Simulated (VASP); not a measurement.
Here is a VASP 6.6.1 calculation.

INCAR

```
SYSTEM = Au
PREC = Accurate ; ENCUT = 520
EDIFF = 1E-7 ; ISMEAR = -1
SIGMA = 0.05 ; LREAL = .FALSE.
LASPH = .TRUE. ; NELM = 80
ALGO = Fast ; ISIF = 2
LWAVE = .FALSE. ; LCHARG = .FALSE.
NBANDS = 12
```

Contents of KPOINTS:

```
regular mesh
0
G
  11 11 11
  0 0 0
```

File POSCAR:

```
Au
1.0
    0.0000000000      1.9934577312      1.9934577312
    1.9934577312      0.0000000000      1.9934577312
    1.9934577312      1.9934577312      0.0000000000
Au
1
Direct
    0.0000000000      0.0000000000      0.0000000000
```

Potentials or basis: VASP PAW LDA potentials, release 64 (Au).

Command:

```sh
$ cat potpaw_LDA.64/Au/POTCAR > POTCAR
$ mpirun -np 1 vasp_std > vasp.out
```

Task: Estimate the pressure.

Result: 10.6 GPa.
